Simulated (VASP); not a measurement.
# KMn2NbF6 (Fm-3m) in VASP: single point with r2SCAN

Aim: the single point of KMn2NbF6 with r2SCAN.

Everything below comes from runs of VASP 6.6.1. Logs are shortened: lines on timing, memory, paths and dates and some standing lists are left out, and cuts for length are marked.

## (1) The cell of the first run

It takes space group Fm-3m (No. 225, cubic). Conventional cell: a = 7.830 Å, b = 7.830 Å, c = 7.830 Å, α = 90.00°, β = 90.00°, γ = 90.00°. Within 3.7 Å of Mn (site symmetry -43m) lie 12 F at 2.78 Å and 4 K at 3.39 Å and 4 Nb at 3.39 Å. K (site symmetry m-3m) has 6 F at 2.19 Å within 2.9 Å. Within 2.3 Å of F (site symmetry 4mm) lie 1 Nb at 1.72 Å and 1 K at 2.19 Å. Nb (site symmetry m-3m) has 6 F at 1.72 Å within 2.3 Å.

## (2) Single point, r2SCAN

Input file POSCAR:

```
KMn2NbF6
1.0
    0.0000000000      3.9147770000      3.9147770000
    3.9147770000      0.0000000000      3.9147770000
    3.9147770000      3.9147770000      0.0000000000
Mn K F Nb
2 1 6 1
Direct
    0.2500000000      0.2500000000      0.2500000000
    0.7500000000      0.7500000000      0.7500000000
    0.5000000000      0.5000000000      0.5000000000
    0.7800000000      0.2200000000      0.2200000000
    0.2200000000      0.7800000000      0.2200000000
    0.2200000000      0.7800000000      0.7800000000
    0.7800000000      0.2200000000      0.7800000000
    0.2200000000      0.2200000000      0.7800000000
    0.7800000000      0.7800000000      0.2200000000
    0.0000000000      0.0000000000      0.0000000000
```

Input file INCAR.step1:

```
  PREC = Accurate
  ENCUT = 520
  ISMEAR = -1
  SIGMA = 0.1
  LREAL = F
  LASPH = T
  NELM = 80
  NBANDS = 56
  GGA = PE
  ALGO = Normal
  EDIFF = 1E-4
  LWAVE = T
  LCHARG = F
```

Input file INCAR.step2:

```
  PREC = Accurate
  ENCUT = 520
  EDIFF = 1E-6
  ISMEAR = -1
  SIGMA = 0.1
  LREAL = F
  LASPH = T
  NELM = 80
  ALGO = Normal
  ISIF = 2
  LWAVE = F
  LCHARG = F
  METAGGA = R2SCAN
  LMIXTAU = T
  NBANDS = 56
  ISTART = 1
```

Input file KPOINTS:

```
regular mesh
0
Gamma
  8 8 8
```

Potentials or basis: VASP PAW PBE potentials, release 64 (Mn_pv, K_sv, F, Nb_sv).

The run is started by

```console
> cat potpaw_PBE.64/Mn_pv/POTCAR potpaw_PBE.64/K_sv/POTCAR potpaw_PBE.64/F/POTCAR potpaw_PBE.64/Nb_sv/POTCAR > POTCAR
> cp INCAR.step1 INCAR
> mpirun -np 1 vasp_std > vasp.out
> cp INCAR.step2 INCAR
> mpirun -np 1 vasp_std > vasp.out
```

OUTCAR:

```text
PREC = Accurate
   ENCUT = 520
   EDIFF = 1E-6
   ISMEAR = -1
   LREAL = F
   LASPH = T
   NELM = 80
   ISIF = 2
   METAGGA = R2SCAN
   ISTART = 1

 ion  position               nearest neighbor table
   1  0.250  0.250  0.250-   3 3.39   3 3.39   3 3.39   3 3.39
   2  0.750  0.750  0.750-   3 3.39   3 3.39   3 3.39   3 3.39
   3  0.500  0.500  0.500-   4 2.19   5 2.19   6 2.19   7 2.19   8 2.19   9 2.19   1 3.39   1 3.39
                             1 3.39   2 3.39   1 3.39   2 3.39   2 3.39   2 3.39
   4  0.780  0.220  0.220-  10 1.72   3 2.19
   5  0.220  0.780  0.220-  10 1.72   3 2.19
   6  0.220  0.780  0.780-  10 1.72   3 2.19
   7  0.780  0.220  0.780-  10 1.72   3 2.19
   8  0.220  0.220  0.780-  10 1.72   3 2.19
   9  0.780  0.780  0.220-  10 1.72   3 2.19
  10  0.000  0.000  0.000-   4 1.72   5 1.72   6 1.72   7 1.72   8 1.72   9 1.72

  LATTYP: Found a face centered cubic cell.
 ALAT       =     7.8295540000

  Lattice vectors:

 A1 = (   0.0000000000,   3.9147770000,   3.9147770000)
 A2 = (   3.9147770000,   0.0000000000,   3.9147770000)
 A3 = (   3.9147770000,   3.9147770000,   0.0000000000)

Analysis of symmetry for initial positions (statically):
=====================================================================
 Subroutine PRICEL returns:
 Original cell was already a primitive cell.

 Routine SETGRP: Setting up the symmetry group for a
 face centered cubic supercell.

 Subroutine GETGRP returns: Found 48 space group operations
 (whereof 48 operations were pure point group operations)
 out of a pool of 48 trial point group operations.

The static configuration has the point symmetry O_h .

Analysis of symmetry for dynamics (positions and initial velocities):
=====================================================================
 Subroutine PRICEL returns:
 Original cell was already a primitive cell.

 Routine SETGRP: Setting up the symmetry group for a
 face centered cubic supercell.

 Subroutine GETGRP returns: Found 48 space group operations
 (whereof 48 operations were pure point group operations)
 out of a pool of 48 trial point group operations.

The dynamic configuration has the point symmetry O_h .

 Subroutine INISYM returns: Found 48 space group operations
 (whereof 48 operations are pure point group operations),
 and found     1 'primitive' translations

----------------------------------------------------------------------------------------

                                     Primitive cell

  volume of cell :     119.9917

  direct lattice vectors                    reciprocal lattice vectors
     0.000000000  3.914777000  3.914777000    -0.127721196  0.127721196  0.127721196
     3.914777000  0.000000000  3.914777000     0.127721196 -0.127721196  0.127721196
     3.914777000  3.914777000  0.000000000     0.127721196  0.127721196 -0.127721196

  length of vectors
     5.536330727  5.536330727  5.536330727     0.221219600  0.221219600  0.221219600

  position of ions in fractional coordinates (direct lattice)
     0.250000000  0.250000000  0.250000000
     0.750000000  0.750000000  0.750000000
     0.500000000  0.500000000  0.500000000
     0.780000000  0.220000000  0.220000000
     0.220000000  0.780000000  0.220000000
     0.220000000  0.780000000  0.780000000
     0.780000000  0.220000000  0.780000000
     0.220000000  0.220000000  0.780000000
     0.780000000  0.780000000  0.220000000
     0.000000000  0.000000000  0.000000000

  ion indices of the primitive-cell ions
   primitive index   ion index
                 1           1
                 2           2
                 3           3
                 4           4
                 5           5
                 6           6
                 7           7
                 8           8
                 9           9
                10          10

----------------------------------------------------------------------------------------

 KPOINTS: regular mesh

Automatic generation of k-mesh.
 Grid dimensions read from file:
 generate k-points for:    8    8    8

 Generating k-lattice:

  Cartesian coordinates                     Fractional coordinates (reciprocal lattice)
    -0.015965149  0.015965149  0.015965149     0.125000000  0.000000000  0.000000000
     0.015965149 -0.015965149  0.015965149     0.000000000  0.125000000  0.000000000
     0.015965149  0.015965149 -0.015965149     0.000000000  0.000000000  0.125000000

  Length of vectors
     0.027652450  0.027652450  0.027652450

  Shift w.r.t. Gamma in fractional coordinates (k-lattice)
     0.000000000  0.000000000  0.000000000

 Subroutine IBZKPT returns following result:
 ===========================================

 Found     29 irreducible k-points:

 Following reciprocal coordinates:
            Coordinates               Weight
  0.000000  0.000000  0.000000      1.000000
  0.125000  0.000000  0.000000      8.000000
  0.250000  0.000000  0.000000      8.000000
  0.375000  0.000000  0.000000      8.000000
  0.500000  0.000000  0.000000      4.000000
  0.125000  0.125000  0.000000      6.000000
[... 16 lines left out ...]
  0.500000  0.250000  0.125000     48.000000
 -0.375000  0.250000  0.125000     24.000000
 [... further k-points ...]
   k-points           NKPTS =     29   k-points in BZ     NKDIM =     29   number of bands    NBANDS=     56
   number of dos      NEDOS =    301   number of ions     NIONS =     10
   total plane-waves  NPLWV =  74088
   dimension x,y,z NGX =    42 NGY =   42 NGZ =   42
   dimension x,y,z NGXF=    84 NGYF=   84 NGZF=   84
   ions per type =               2   1   6   1
   NGX,Y,Z   is equivalent  to a cutoff of  12.61, 12.61, 12.61 a.u.
   NGXF,Y,Z  is equivalent  to a cutoff of  25.22, 25.22, 25.22 a.u.
 SYSTEM =  unknown system
   PREC   = accura    normal or accurate (medium, high low for compatibility)
   ISTART =      1    job   : 0-new  1-cont  2-samecut
   ICHARG =      0    charge: 1-file 2-atom 10-const
   ISPIN  =      1    spin polarized calculation?
   LNONCOLLINEAR =      F non collinear calculations
   LSORBIT =      F    spin-orbit coupling
   LASPH  =      T    aspherical Exc in radial PAW
   ENCUT  =  520.0 eV  38.22 Ry    6.18 a.u.  10.29 10.29 10.29*2*pi/ulx,y,z
   NELM   =     80;   NELMIN=  2; NELMDL=  0     # of ELM steps
   EDIFF  = 0.1E-05   stopping-criterion for ELM
   LREAL  =      F    real-space projection
   EDIFFG = 0.1E-04   stopping-criterion for IOM
   NSW    =      0    number of steps for IOM
   IBRION =     -1    ionic relax: 0-MD 1-quasi-New 2-CG
   NFREE  =      0    steps in history (QN), initial steepest desc. (CG)
   ISIF   =      2    stress and relaxation
   ISYM   =      2    0-nonsym 1-usesym 2-fastsym
   POTIM  = 0.5000    time-step for ionic-motion
   TEBEG  =    0.0;   TEEND  =   0.0 temperature during run
   PSTRESS=    0.0 pullay stress
   NELECT =      90.0000    total number of electrons
   NUPDOWN=      -1.0000    fix difference up-down
   EMIN   =  10.00;   EMAX   =-10.00  energy-range for DOS
   EFERMI =   0.00;   METHOD = LEGACY
   ISMEAR =    -1;   SIGMA  =   0.10  broadening in eV -4-tet -1-fermi 0-gaus
   EFERMI_NEDOS =   21; number of points for ismear=-14 and -15
   IALGO  =     38    algorithm
   IMIX   =      4    mixing-type and parameters
     AMIX     =   0.40;   BMIX     =  1.00
     AMIX_MAG =   1.60;   BMIX_MAG =  1.00
  volume/ion in A,a.u.               =      12.00        80.97
  Fermi-wavevector in a.u.,A,eV,Ry     =   1.487437  2.810849 30.102474  2.212469
  Thomas-Fermi vector in A             =   2.600598
   LORBIT       =      0    0 simple, 1 ext, 2 COOP (PROOUT), +10 PAW based schemes
   METAGGA = R2SCAN    functional components
   LHFCALC =     F    Hartree Fock is set to
   AEXX    =    0.0000 exact exchange contribution
   IVDW    =     0    specifies the selected vdW correction
   LEPSILON=     F    determine dielectric tensor
   LRPA    =     F    only Hartree local field effects (RPA)
 non-spin polarized calculation
  energy-cutoff  :      520.00
  volume of cell :      119.99
 maximum number of plane-waves:      3250
 NGX is ok and might be reduce to    42
   NGX = 21   NGY = 21   NGZ = 21

 number of electron      89.9999933 magnetization

 Free energy of the ion-electron system (eV)
  ---------------------------------------------------
  ext. energy  EPLUGINS =         0.00000000
  ---------------------------------------------------
  free energy    TOTEN  =       -80.91096071 eV

  energy without entropy =      -80.15626744  energy(sigma->0) =      -80.53361408

 E-fermi :   6.9308     XC(G=0): -11.4738

 val. band max:        6.9248178072   @ k =   0.3750   0.3750   0.0000
 cond. band min:       6.9312776874   @ k =   0.3750   0.1250   0.0000
 fundamental gap:      0.0064598802
 Fermi energy:         6.9308036482

 k-point     1 :       0.0000    0.0000    0.0000
  band No.  band energies     occupation
      1     -53.5504      2.00000
      2     -42.0196      2.00000
      3     -42.0195      2.00000
      4     -42.0193      2.00000
      5     -42.0177      2.00000
      6     -42.0176      2.00000
[... 48 lines left out ...]
     55      11.7281      0.00000
     56      11.7282      0.00000

 k-point     2 :       0.1250    0.0000    0.0000
  band No.  band energies     occupation
      1     -53.5504      2.00000
      2     -42.0195      2.00000
      3     -42.0195      2.00000
      4     -42.0192      2.00000
      5     -42.0178      2.00000
      6     -42.0177      2.00000
[... 48 lines left out ...]
     55      11.7271      0.00000
     56      11.7272      0.00000

 k-point     3 :       0.2500    0.0000    0.0000
  band No.  band energies     occupation
      1     -53.5504      2.00000
      2     -42.0194      2.00000
      3     -42.0193      2.00000
      4     -42.0190      2.00000
      5     -42.0180      2.00000
      6     -42.0179      2.00000
[... 1172 lines left out ...]
 k-point    23 :       0.5000    0.2500    0.1250
  band No.  band energies     occupation
      1     -53.5504      2.00000
      2     -42.0197      2.00000
      3     -42.0190      2.00000
      4     -42.0190      2.00000
      5     -42.0183      2.00000
      6     -42.0179      2.00000
[... 48 lines left out ...]
     55      11.2774      0.00000
     56      11.8344      0.00000

 k-point    24 :      -0.3750    0.2500    0.1250
  band No.  band energies     occupation
      1     -53.5504      2.00000
      2     -42.0196      2.00000
      3     -42.0194      2.00000
      4     -42.0187      2.00000
      5     -42.0186      2.00000
      6     -42.0178      2.00000
[... 48 lines left out ...]
     55      10.9220      0.00000
     56      12.0344      0.00000

 [... further k-points ...]

------------------------ aborting loop because EDIFF is reached ----------------------------------------

  FORCE on cell =-STRESS in cart. coord.  units (eV):
  Direction    XX          YY          ZZ          XY          YZ          ZX
  --------------------------------------------------------------------------------------
  -------------------------------------------------------------------------------------
  Total       49.5985230     49.5985230     49.5985230      0.0000000     -0.0000000     -0.0000000
  in kB      662.2595755    662.2595755    662.2595755      0.0000000     -0.0000000     -0.0000000
  external PRESSURE =     662.2595755 kB  Pullay stress =       0.0000000 kB

 VOLUME and BASIS-vectors are now :
 -----------------------------------------------------------------------------
  energy-cutoff  :      520.00
  volume of cell :      119.99
      direct lattice vectors                 reciprocal lattice vectors
     0.000000000  3.914777000  3.914777000    -0.127721196  0.127721196  0.127721196
     3.914777000  0.000000000  3.914777000     0.127721196 -0.127721196  0.127721196
     3.914777000  3.914777000  0.000000000     0.127721196  0.127721196 -0.127721196

 POSITION                                       TOTAL-FORCE (eV/Angst)
 -----------------------------------------------------------------------------------
      1.95739      1.95739      1.95739         0.000000     -0.000000     -0.000000
      5.87217      5.87217      5.87217        -0.000000     -0.000000     -0.000000
      3.91478      3.91478      3.91478        -0.000000     -0.000000     -0.000000
      1.72250      3.91478      3.91478         8.109339     -0.000000     -0.000000
      3.91478      1.72250      3.91478        -0.000000      8.109339     -0.000000
      6.10705      3.91478      3.91478        -8.109339     -0.000000     -0.000000
      3.91478      6.10705      3.91478        -0.000000     -8.109339     -0.000000
      3.91478      3.91478      1.72250        -0.000000     -0.000000      8.109339
      3.91478      3.91478      6.10705        -0.000000     -0.000000     -8.109339
      0.00000      0.00000      0.00000        -0.000000     -0.000000     -0.000000
 -----------------------------------------------------------------------------------
    total drift:                                0.000000      0.000000      0.000000

  FREE ENERGIE OF THE ION-ELECTRON SYSTEM (eV)
  ---------------------------------------------------
  free  energy   TOTEN  =       -80.9109607107 eV

  energy  without entropy=      -80.1562674405  energy(sigma->0) =      -80.53361408
```

It took 14 min on 1 thread of AMD EPYC 7R13 (Zen 3), shared host; peak memory 0.37 GiB.

Results:

* Free energy: -80.9110 eV
* Pressure: 66.2 GPa
* Largest force: 8.109 eV/Å
* Band gap on the k mesh: zero (bands 45 and 46 overlap by 0.36 eV)

Forces on the atoms (eV/Å):
```
Mn   0.000  0.000  0.000
Mn   0.000  0.000  0.000
K    0.000  0.000  0.000
F    8.109  0.000  0.000
F    0.000  8.109  0.000
F   -8.109  0.000  0.000
F    0.000 -8.109  0.000
F    0.000  0.000  8.109
F    0.000  0.000 -8.109
Nb   0.000  0.000  0.000
```

Levels at points of the mesh, in eV from the Fermi level:
```
           k point  band 42  band 43  band 44  band 45  band 46  band 47
(0.00, 0.00, 0.00)    -0.29    -0.29    -0.29    -0.18    -0.18    -0.15
(0.50, 0.00, 0.00)    -0.51    -0.37    -0.18     0.06     0.06     0.09
(0.50, 0.50, 0.00)    -0.15    -0.12     0.03     0.18     0.18     0.22
```

Caveat: the cell stands under pressure; the PAW data sets were made with another functional, which shifts forces and pressure a little; the run has no spin polarisation, though such a crystal can be magnetic; semilocal functionals often make such compounds metallic where correlation or magnetic order opens a gap, which also shifts bond lengths. With open d or f shells a metallic result of r2SCAN can be an artefact of self-interaction; +U or a hybrid may open a gap.
